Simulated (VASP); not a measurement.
# KRb4Pt2C4 in VASP: single point with PBE

Aim: the single point of KRb4Pt2C4 with PBE.

Everything below comes from runs of VASP 6.6.1. Logs are shortened: lines on timing, memory, paths and dates and some standing lists are left out, and cuts for length are marked.

## 1. The cell of the first run

The cell holds a slab with vacuum, 11 atoms: a = 5.406 Å, b = 5.406 Å, c = 21.941 Å, α = 90.00°, β = 90.00°, γ = 120.00°.

## 2. Single point, PBE

Contents of INCAR:

```
PREC = Accurate ; ENCUT = 520
EDIFF = 1E-6 ; ISMEAR = -1
SIGMA = 0.1 ; LREAL = False
LASPH = True ; NELM = 80
ALGO = Normal ; ISIF = 2
LWAVE = False ; LCHARG = False
GGA = PE ; NBANDS = 52
```

Contents of KPOINTS:

```
regular mesh
0
Gamma
  2 2 1
```

Contents of POSCAR:

```
KRb4Pt2C4
1.0
    5.4058940000      0.0000000000      0.0000000000
   -2.7029470000      4.6816410000      0.0000000000
    0.0000000000      0.0000000000     21.9407010000
Rb Pt C K
4 2 4 1
Direct
    0.3333333000      0.6666667000      0.1121615000
    0.6630912437      0.3257748733      0.2077616290
    0.3258156105      0.6504258023      0.3371863816
    0.6566667545      0.3117562098      0.4350311224
    0.0000000000      0.0000000000      0.0455774000
   -0.0059677605     -0.0127760619      0.2790095679
   -0.0029123379     -0.0061836720      0.1882491454
   -0.0011911793     -0.0025244698      0.1300954888
   -0.0107451346     -0.0231616699      0.4275440135
   -0.0090302568     -0.0194083715      0.3693764080
    0.9883850445      0.9749933294      0.5593036886
```

Potentials or basis: VASP PAW PBE potentials, release 64 (Rb_sv, Pt, C, K_sv).

Launch:

```bash
$ cat potpaw_PBE.64/Rb_sv/POTCAR potpaw_PBE.64/Pt/POTCAR potpaw_PBE.64/C/POTCAR potpaw_PBE.64/K_sv/POTCAR > POTCAR
$ mpirun -np 1 vasp_std > vasp.out
```

OUTCAR:

```text
PREC = Accurate
   ENCUT = 520
   EDIFF = 1E-6
   ISMEAR = -1
   LREAL = False
   LASPH = True
   NELM = 80
   ISIF = 2
   GGA = PE

 ion  position               nearest neighbor table
   1  0.333  0.667  0.112-   8 3.14   8 3.14   8 3.16   5 3.45   5 3.45   5 3.45   7 3.53   7 3.53
                             7 3.57   2 3.73   2 3.77   2 3.78   3 4.94
   2  0.663  0.326  0.208-   7 3.15   7 3.15   7 3.16   6 3.47   6 3.50   6 3.50   8 3.55   8 3.55
                             8 3.58   1 3.73   1 3.77   1 3.78   3 4.20   3 4.21   3 4.25   4 4.99
   3  0.326  0.650  0.337-  10 3.19  10 3.19  10 3.21   6 3.36   6 3.38   6 3.38   9 3.68   9 3.68
                             9 3.72   4 3.77   4 3.80   4 3.80   2 4.20   2 4.21   2 4.25   1 4.94
   4  0.657  0.312  0.435-   9 3.12   9 3.13   9 3.13  10 3.43  10 3.43  10 3.45   3 3.77   3 3.80
                             3 3.80  11 4.13  11 4.15  11 4.15   6 4.62   6 4.62   2 4.99
   5  0.000  0.000  0.046-   8 1.85   1 3.45   1 3.45   1 3.45
   6  0.994  0.987  0.279-  10 1.98   7 1.99   3 3.36   3 3.38   3 3.38   2 3.47   2 3.50   2 3.50
                             4 4.62   4 4.62
   7  0.997  0.994  0.188-   8 1.28   6 1.99   2 3.15   2 3.15   2 3.16   1 3.53   1 3.53   1 3.57

   8  0.999  0.997  0.130-   7 1.28   5 1.85   1 3.14   1 3.14   1 3.16   2 3.55   2 3.55   2 3.58

   9  0.989  0.977  0.428-  10 1.28  11 2.89   4 3.12   4 3.13   4 3.13   3 3.68   3 3.68   3 3.72

  10  0.991  0.981  0.369-   9 1.28   6 1.98   3 3.19   3 3.19   3 3.21   4 3.43   4 3.43   4 3.45

  11  0.988  0.975  0.559-   9 2.89   4 4.13   4 4.15   4 4.15

  LATTYP: Found a hexagonal cell.
 ALAT       =     5.4058940000
 C/A-ratio  =     4.0586628225

  Lattice vectors:

 A1 = (   5.4058940000,   0.0000000000,   0.0000000000)
 A2 = (  -2.7029470000,   4.6816410000,   0.0000000000)
 A3 = (   0.0000000000,   0.0000000000,  21.9407010000)

Analysis of symmetry for initial positions (statically):
=====================================================================
 Subroutine PRICEL returns:
 Original cell was already a primitive cell.

 Routine SETGRP: Setting up the symmetry group for a
 hexagonal supercell.

 Subroutine GETGRP returns: Found  1 space group operations
 (whereof  1 operations were pure point group operations)
 out of a pool of 24 trial point group operations.

The static configuration has the point symmetry C_1 .

Analysis of symmetry for dynamics (positions and initial velocities):
=====================================================================
 Subroutine PRICEL returns:
 Original cell was already a primitive cell.

 Routine SETGRP: Setting up the symmetry group for a
 hexagonal supercell.

 Subroutine GETGRP returns: Found  1 space group operations
 (whereof  1 operations were pure point group operations)
 out of a pool of 24 trial point group operations.

The dynamic configuration has the point symmetry C_1 .

 Subroutine INISYM returns: Found  1 space group operations
 (whereof  1 operations are pure point group operations),
 and found     1 'primitive' translations

----------------------------------------------------------------------------------------

                                     Primitive cell

  volume of cell :     555.2852

  direct lattice vectors                    reciprocal lattice vectors
     5.405894000  0.000000000  0.000000000     0.184983279  0.106800158  0.000000000
    -2.702947000  4.681641000  0.000000000     0.000000000  0.213600317  0.000000000
     0.000000000  0.000000000 21.940701000     0.000000000  0.000000000  0.045577395

  length of vectors
     5.405894000  5.405893537 21.940701000     0.213600298  0.213600317  0.045577395

  position of ions in fractional coordinates (direct lattice)
     0.333333300  0.666666700  0.112161500
     0.663091244  0.325774873  0.207761629
     0.325815611  0.650425802  0.337186382
     0.656666755  0.311756210  0.435031122
     0.000000000  0.000000000  0.045577400
     0.994032240  0.987223938  0.279009568
     0.997087662  0.993816328  0.188249145
     0.998808821  0.997475530  0.130095489
     0.989254865  0.976838330  0.427544013
     0.990969743  0.980591629  0.369376408
     0.988385044  0.974993329  0.559303689

  ion indices of the primitive-cell ions
   primitive index   ion index
                 1           1
                 2           2
                 3           3
                 4           4
                 5           5
                 6           6
                 7           7
                 8           8
                 9           9
                10          10
                11          11

----------------------------------------------------------------------------------------

 KPOINTS: regular mesh

Automatic generation of k-mesh.
 Grid dimensions read from file:
 generate k-points for:    2    2    1

 Generating k-lattice:

  Cartesian coordinates                     Fractional coordinates (reciprocal lattice)
     0.092491640  0.053400079  0.000000000     0.500000000  0.000000000  0.000000000
     0.000000000  0.106800158  0.000000000     0.000000000  0.500000000  0.000000000
     0.000000000  0.000000000  0.045577395     0.000000000  0.000000000  1.000000000

  Length of vectors
     0.106800149  0.106800158  0.045577395

  Shift w.r.t. Gamma in fractional coordinates (k-lattice)
     0.000000000  0.000000000  0.000000000

 Subroutine IBZKPT returns following result:
 ===========================================

 Found      4 irreducible k-points:

 Following reciprocal coordinates:
            Coordinates               Weight
  0.000000  0.000000  0.000000      1.000000
  0.500000 -0.000000  0.000000      1.000000
  0.000000  0.500000  0.000000      1.000000
  0.500000  0.500000  0.000000      1.000000
   k-points           NKPTS =      4   k-points in BZ     NKDIM =      4   number of bands    NBANDS=     52
   number of dos      NEDOS =    301   number of ions     NIONS =     11
   total plane-waves  NPLWV = 268800
   dimension x,y,z NGX =    40 NGY =   40 NGZ =  168
   dimension x,y,z NGXF=    80 NGYF=   80 NGZF=  336
   ions per type =               4   2   4   1
   NGX,Y,Z   is equivalent  to a cutoff of  12.30, 12.30, 12.73 a.u.
   NGXF,Y,Z  is equivalent  to a cutoff of  24.60, 24.60, 25.46 a.u.
 SYSTEM =  unknown system
   PREC   = accura    normal or accurate (medium, high low for compatibility)
   ISTART =      0    job   : 0-new  1-cont  2-samecut
   ICHARG =      2    charge: 1-file 2-atom 10-const
   ISPIN  =      1    spin polarized calculation?
   LNONCOLLINEAR =      F non collinear calculations
   LSORBIT =      F    spin-orbit coupling
   LASPH  =      T    aspherical Exc in radial PAW
   ENCUT  =  520.0 eV  38.22 Ry    6.18 a.u.  10.05 10.05 40.80*2*pi/ulx,y,z
   NELM   =     80;   NELMIN=  2; NELMDL= -5     # of ELM steps
   EDIFF  = 0.1E-05   stopping-criterion for ELM
   LREAL  =      F    real-space projection
   EDIFFG = 0.1E-04   stopping-criterion for IOM
   NSW    =      0    number of steps for IOM
   IBRION =     -1    ionic relax: 0-MD 1-quasi-New 2-CG
   NFREE  =      0    steps in history (QN), initial steepest desc. (CG)
   ISIF   =      2    stress and relaxation
   ISYM   =      2    0-nonsym 1-usesym 2-fastsym
   POTIM  = 0.5000    time-step for ionic-motion
   TEBEG  =    0.0;   TEEND  =   0.0 temperature during run
   PSTRESS=    0.0 pullay stress
   NELECT =      81.0000    total number of electrons
   NUPDOWN=      -1.0000    fix difference up-down
   EMIN   =  10.00;   EMAX   =-10.00  energy-range for DOS
   EFERMI =   0.00;   METHOD = LEGACY
   ISMEAR =    -1;   SIGMA  =   0.10  broadening in eV -4-tet -1-fermi 0-gaus
   EFERMI_NEDOS =   21; number of points for ismear=-14 and -15
   IALGO  =     38    algorithm
   IMIX   =      4    mixing-type and parameters
     AMIX     =   0.40;   BMIX     =  1.00
     AMIX_MAG =   1.60;   BMIX_MAG =  1.00
  volume/ion in A,a.u.               =      50.48       340.66
  Fermi-wavevector in a.u.,A,eV,Ry     =   0.861783  1.628533 10.104632  0.742669
  Thomas-Fermi vector in A             =   1.979488
   LORBIT       =      0    0 simple, 1 ext, 2 COOP (PROOUT), +10 PAW based schemes
   GGA     = PE    functional components
   LHFCALC =     F    Hartree Fock is set to
   AEXX    =    0.0000 exact exchange contribution
   IVDW    =     0    specifies the selected vdW correction
   LEPSILON=     F    determine dielectric tensor
   LRPA    =     F    only Hartree local field effects (RPA)
 non-spin polarized calculation
  energy-cutoff  :      520.00
  volume of cell :      555.29
 maximum number of plane-waves:     14956
   NGX = 21   NGY = 21   NGZ = 81

 number of electron      80.9999999 magnetization

 Free energy of the ion-electron system (eV)
  ---------------------------------------------------
  ext. energy  EPLUGINS =         0.00000000
  ---------------------------------------------------
  free energy    TOTEN  =       -51.33675084 eV

  energy without entropy =      -51.19989548  energy(sigma->0) =      -51.26832316

 E-fermi :   0.4651     XC(G=0):  -5.2765

 val. band max:       -0.7979890591   @ k =   0.0000   0.0000   0.0000
 cond. band min:       0.5885360484   @ k =   0.0000   0.0000   0.0000
 fundamental gap:      1.3865251076
 Fermi energy:         0.4650733362

 k-point     1 :       0.0000    0.0000    0.0000
  band No.  band energies     occupation
      1     -32.2292      2.00000
      2     -28.2681      2.00000
      3     -27.8956      2.00000
      4     -27.8349      2.00000
      5     -27.4932      2.00000
      6     -15.7515      2.00000
[... 44 lines left out ...]
     51       3.3781      0.00000
     52       3.4316      0.00000

 k-point     2 :       0.5000   -0.0000    0.0000
  band No.  band energies     occupation
      1     -32.2289      2.00000
      2     -28.2635      2.00000
      3     -27.8955      2.00000
      4     -27.8310      2.00000
      5     -27.4961      2.00000
      6     -15.7626      2.00000
[... 44 lines left out ...]
     51       3.6066      0.00000
     52       3.6233      0.00000

 k-point     3 :       0.0000    0.5000    0.0000
  band No.  band energies     occupation
      1     -32.2289      2.00000
      2     -28.2633      2.00000
      3     -27.8957      2.00000
      4     -27.8306      2.00000
      5     -27.4964      2.00000
      6     -15.7630      2.00000
[... 44 lines left out ...]
     51       3.6153      0.00000
     52       3.6283      0.00000

 k-point     4 :       0.5000    0.5000    0.0000
  band No.  band energies     occupation
      1     -32.2289      2.00000
      2     -28.2635      2.00000
      3     -27.8954      2.00000
      4     -27.8310      2.00000
      5     -27.4961      2.00000
      6     -15.7626      2.00000
[... 44 lines left out ...]
     51       3.6066      0.00000
     52       3.6226      0.00000

------------------------ aborting loop because EDIFF is reached ----------------------------------------

  FORCE on cell =-STRESS in cart. coord.  units (eV):
  Direction    XX          YY          ZZ          XY          YZ          ZX
  --------------------------------------------------------------------------------------
  -------------------------------------------------------------------------------------
  Total        1.1929697      1.2954121     -0.3027999      0.0023617      0.1104099     -0.0045388
  in kB        3.4421029      3.7376823     -0.8736754      0.0068144      0.3185684     -0.0130958
  external PRESSURE =       2.1020366 kB  Pullay stress =       0.0000000 kB

 VOLUME and BASIS-vectors are now :
 -----------------------------------------------------------------------------
  energy-cutoff  :      520.00
  volume of cell :      555.29
      direct lattice vectors                 reciprocal lattice vectors
     5.405894000  0.000000000  0.000000000     0.184983279  0.106800158  0.000000000
    -2.702947000  4.681641000  0.000000000     0.000000000  0.213600317  0.000000000
     0.000000000  0.000000000 21.940701000     0.000000000  0.000000000  0.045577395

 POSITION                                       TOTAL-FORCE (eV/Angst)
 -----------------------------------------------------------------------------------
     -0.00000      3.12109      2.46090         0.000723     -0.023768     -0.505697
      2.70405      1.52516      4.55844         0.000365      0.001586     -0.005670
      0.00326      3.04506      7.39811        -0.000601      0.001282     -0.003934
      2.70721      1.45953      9.54489        -0.000105      0.000455      0.001072
      0.00000      0.00000      1.00000        -0.000266      0.006827      0.372684
      2.70522      4.62183      6.12167        -0.000023      0.001113     -0.020268
      2.70392      4.65269      4.13032         0.000151     -0.002205      0.071148
      2.70333      4.66982      2.85439         0.000035     -0.002315      0.060260
      2.70746      4.57321      9.38062        -0.000021     -0.000851      0.074490
      2.70659      4.59078      8.10438        -0.000214      0.014662     -0.055876
      2.70775      4.56457     12.27151        -0.000045      0.003213      0.011791
 -----------------------------------------------------------------------------------
    total drift:                                0.000044     -0.000030      0.000413

  FREE ENERGIE OF THE ION-ELECTRON SYSTEM (eV)
  ---------------------------------------------------
  free  energy   TOTEN  =       -51.3367508436 eV

  energy  without entropy=      -51.1998954840  energy(sigma->0) =      -51.26832316
```

Run time: 3.6 min. Hardware: 1 thread of Intel Xeon Platinum 8259CL at 2.50GHz (Skylake/Cascade Lake), shared host; peak memory 0.63 GiB.

What came out:

```
Free energy            : -51.3368 eV
Largest force          : 0.506 eV/Å
Band gap on the k mesh : zero (an odd number of electrons rules out a gap without spin polarisation)
```

Forces in eV/Å, atoms in the order of the input:
```
Rb   0.001 -0.024 -0.506
Rb   0.000  0.002 -0.006
Rb  -0.001  0.001 -0.004
Rb   0.000  0.000  0.001
Pt   0.000  0.007  0.373
Pt   0.000  0.001 -0.020
C    0.000 -0.002  0.071
C    0.000 -0.002  0.060
C    0.000 -0.001  0.074
C    0.000  0.015 -0.056
K    0.000  0.003  0.012
```

Caveat: the k points lie up to 0.67 Å⁻¹ apart, too coarse for converged energies and pressures of a metal; spin-orbit coupling is left out, which moves the levels of the heavy elements.
